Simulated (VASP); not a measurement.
Crystal: InP.

```
In P
1.0
     3.85329    0.00000    0.00000
    -1.92664    3.33704    0.00000
     0.00000    0.00000    6.55344
In P
2 2
Cartesian
  0.0000 0.0000 0.0000
  0.0000 0.0000 3.2767
  0.0000 2.2247 1.6384
  1.9266 1.1123 4.9151
```

Base run:

* Program: VASP 6.6.1
* Functional: PBE
* Potentials or basis: VASP PAW PBE potentials, release 64 (In_d, P)
* Cutoff: 520 eV
* k mesh: 12 × 12 × 4
* Occupations: fermi-dirac, width 0.02 eV
* Spin: no spin polarisation

Its results: band gap on the k mesh zero (bands 18 and 19 overlap by 2.75 eV); pressure 1.8 GPa.

Question: The run is repeated on the same cell with these changes: functional from PBE to r2SCAN; further incar settings from ALGO = Normal; EDIFF = 1e-07; NBANDS = 26 to ALGO = Normal; EDIFF = 1e-06; NBANDS = 26. What comes out?

Answer: Band gap on the k mesh zero (bands 18 and 19 overlap by 2.58 eV); pressure 0.0 GPa.

Caveats: spin-orbit coupling is left out, which moves the levels of the heavy elements; the PAW data sets were made with another functional, which shifts forces and pressure a little (at least some runs).
